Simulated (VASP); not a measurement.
Wanted: the native input for a VASP 6.6.1 run.

```
Task                   : relaxation of cell and atoms
Functional             : revPBE
Dispersion             : D3(BJ)
Potentials or basis    : VASP PAW PBE potentials, release 64 (Ti_sv, B)
Cutoff                 : 600 eV
k mesh                 : 13 × 13 × 10
Occupations            : methfessel-paxton, width 0.05 eV
Spin                   : no spin polarisation
Dipole correction      : no
Further INCAR settings : ALGO = Normal; EDIFF = 1e-07; IBRION = 2; EDIFFG = -0.01; NSW = 80; ISIF = 3
```

The structure of TiB2 lies in POSCAR:

```
TiB2
1.0
    3.0292000000      0.0000000000      0.0000000000
   -1.5146000000      2.6233640000      0.0000000000
    0.0000000000      0.0000000000      3.2284000000
Ti B
1 2
Direct
    0.0000000000      0.0000000000      0.0000000000
    0.3333333333      0.6666666667      0.5000000000
    0.6666666667      0.3333333333      0.5000000000
```

One way to write it, as run:

INCAR

```
SYSTEM = TiB2
  PREC = Accurate
  ENCUT = 600
  EDIFF = 1E-7
  ISMEAR = 1
  SIGMA = 0.05
  LREAL = .FALSE.
  LASPH = .TRUE.
  NELM = 100
  ALGO = Normal
  ISIF = 3
  LWAVE = .FALSE.
  LCHARG = .FALSE.
  GGA = RE
  IVDW = 12
  IBRION = 2
  NSW = 80
  EDIFFG = -0.01
```

KPOINTS

```
Automatic mesh
0
G
  13 13 10
  0 0 0
```

Potentials or basis: VASP PAW PBE potentials, release 64 (Ti_sv, B).

Run with:

```console
$ cat potpaw_PBE.64/Ti_sv/POTCAR potpaw_PBE.64/B/POTCAR > POTCAR
$ mpirun -np 1 vasp_std > vasp.out
```

It gave:

* Relaxed volume: 8.15 Å³/atom
* Relaxed cell: a = 2.989 Å, b = 2.989 Å, c = 3.161 Å, α = 90.00°, β = 90.00°, γ = 120.00°
* Space group after relaxing (to 0.05 Å): P6/mmm (No. 191)
* Energy gained by relaxing: 15.6 meV/atom
* Ionic steps: 7
* Pressure after relaxing: -0.2 GPa
* Band gap on the k mesh: zero (band 9 reaches 10.94 eV, above the bottom of band 10 at 10.38 eV)
* Dispersion energy per atom: -0.853 eV

Caveat: the PAW data sets were made with another functional, which shifts forces and pressure a little; pairwise dispersion overbinds metals, which lowers pressure and volume.

Run time: 73 s on 1 thread of Intel(R) Xeon(R) 6975P-C (Granite Rapids), on a shared host, peak memory 0.2 GiB.
